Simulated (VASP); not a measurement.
The system is Y.

```xyz
2
Lattice="3.6426 0.0000 0.0000 -1.8213 3.1546 0.0000 0.0000 0.0000 5.8792" Properties=species:S:1:pos:R:3 pbc="T T T"
Y     0.0000    2.1030    1.4698
Y     1.8213    1.0515    4.4094
```

- Program: VASP 6.6.1
- Task: relaxation of cell and atoms
- Functional: r2SCAN
- Potentials or basis: VASP PAW PBE potentials, release 64 (Y_sv)
- Cutoff: 600 eV
- k mesh: 12 × 12 × 6
- Occupations: gaussian, width 0.1 eV
- Spin: no spin polarisation

At the start: pressure -0.2 GPa; volume 33.78 Å³/atom.

Q: Where does the relaxation end?

A: Over 6 steps the energy falls by 7.8 meV/atom and the volume is 33.46 Å³/atom (-0.9 %); space group P6_3/mmc (No. 194, to 0.05 Å).

The path:
```
step  energy change (eV)  largest force (eV/Å)  pressure (GPa)  volume (Å³)
   1              0.0000                0.0000           -0.25        67.56
   2             -0.0131                0.0000           -0.01        67.03
   3             -0.0154                0.0000            0.14        66.71
   4             -0.0154                0.0000            0.15        66.69
   5             -0.0155                0.0000           -0.06        67.02
   6             -0.0156                0.0000            0.00        66.92
```

Final structure:
```xyz
2
Lattice="3.6836 0.0000 0.0000 -1.8418 3.1901 0.0000 0.0000 0.0000 5.6951" Properties=species:S:1:pos:R:3 pbc="T T T"
Y     0.0000    2.1267    1.4238
Y     1.8418    1.0634    4.2713
```

Caveat: the PAW data sets were made with another functional, which shifts forces and pressure a little.
